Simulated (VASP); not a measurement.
# Ce: relaxation of cell and atoms with PBE

The system is Ce.

```xyz
2
Lattice="1.5470 3.0035 0.0000 1.5470 -3.0035 0.0000 0.0000 0.0000 -5.2460" Properties=species:S:1:pos:R:3 pbc="T T T"
Ce    1.5470   -2.3728   -3.9345
Ce    1.5470    2.3728   -1.3115
```

```yaml
Program: VASP 6.6.1
Task: relaxation of cell and atoms
Functional: PBE
Potentials_or_basis: VASP PAW PBE potentials, release 64 (Ce)
Cutoff: 600 eV
k_mesh: 6 × 6 × 4
Occupations: fermi-dirac, width 0.1 eV
Spin: no spin polarisation
Dipole_correction: no
Further_INCAR_settings: ALGO = Normal; EDIFF = 1e-07; IBRION = 2; EDIFFG = -0.01; NSW = 60; ISIF = 3
```

The relaxed volume is 26.59 Å³/atom and the relaxed cell is a = 3.491 Å, b = 3.491 Å, c = 5.289 Å, α = 90.00°, β = 90.00°, γ = 124.41°. The space group after relaxing (to 0.05 Å) is Cmcm (No. 63). The energy gained by relaxing is 32.1 meV/atom, the ionic steps are 11 and the pressure after relaxing is 0.0 GPa. The band gap on the k mesh is zero (band 12 reaches 9.45 eV, above the bottom of band 13 at 8.80 eV).

Forces on the atoms (eV/Å):
```
Ce   0.000 -0.002  0.000
Ce   0.000  0.002  0.000
```

The path:
```
step  energy change (eV)  largest force (eV/Å)  pressure (GPa)  volume (Å³)
   1              0.0000                0.1249            3.92        48.75
   2             -0.0592                0.0440            0.01        53.07
   3             -0.0595                0.0368           -0.25        53.40
   4             -0.0634                0.0304           -0.13        53.34
   5             -0.0637                0.0270           -0.09        53.33
   6             -0.0639                0.0284            0.01        53.20
   7             -0.0640                0.0293            0.08        53.11
   8             -0.0640                0.0296            0.11        53.08
   9             -0.0642                0.0178            0.01        53.17
  10             -0.0642                0.0116           -0.03        53.21
  11             -0.0642                0.0022            0.00        53.18
```

Final structure:
```
Ce
1.0
     1.62780    3.08835    0.00000
     1.62780   -3.08835    0.00000
     0.00000    0.00000   -5.28912
Ce
2
Direct
  0.10207 0.89793 0.75000
  0.89793 0.10207 0.25000
```

Levels at points of the mesh, in eV from the Fermi level:
| k point | band 8 | band 9 | band 10 | band 11 | band 12 | band 13 | band 14 | band 15 | band 16 |
| --- | --- | --- | --- | --- | --- | --- | --- | --- | --- |
| (0.00, 0.00, 0.00) | -15.35 | -2.72 | -1.77 | -0.04 | 0.08 | 0.10 | 0.12 | 0.36 | 0.65 |
| (0.50, 0.00, 0.00) | -15.54 | -2.37 | -1.70 | -1.65 | 0.15 | 0.17 | 0.35 | 0.36 | 0.62 |
| (0.50, 0.50, 0.00) | -15.90 | -2.06 | -0.31 | -0.05 | -0.02 | 0.20 | 0.62 | 0.72 | 0.81 |
| (0.00, 0.00, 0.50) | -15.95 | -1.76 | -1.76 | -0.07 | -0.07 | 0.22 | 0.22 | 0.57 | 0.57 |
| (0.50, 0.00, 0.50) | -16.08 | -2.01 | -2.01 | -0.82 | -0.82 | 0.21 | 0.21 | 0.58 | 0.58 |
| (0.50, 0.50, 0.50) | -16.25 | -2.07 | -2.07 | -0.93 | -0.93 | 0.62 | 0.62 | 0.69 | 0.69 |

Run time: 7.3 min on 1 thread of Intel(R) Xeon(R) Platinum 8259CL CPU @ 2.50GHz (Skylake/Cascade Lake), with other jobs on the host, peak memory 0.21 GiB.

Caveat: the k points lie up to 0.36 Å⁻¹ apart in the final cell; spin-orbit coupling is left out, which moves the levels of the heavy elements. Spin polarisation is off, so any magnetic state and its effect on volume and gap are missing.
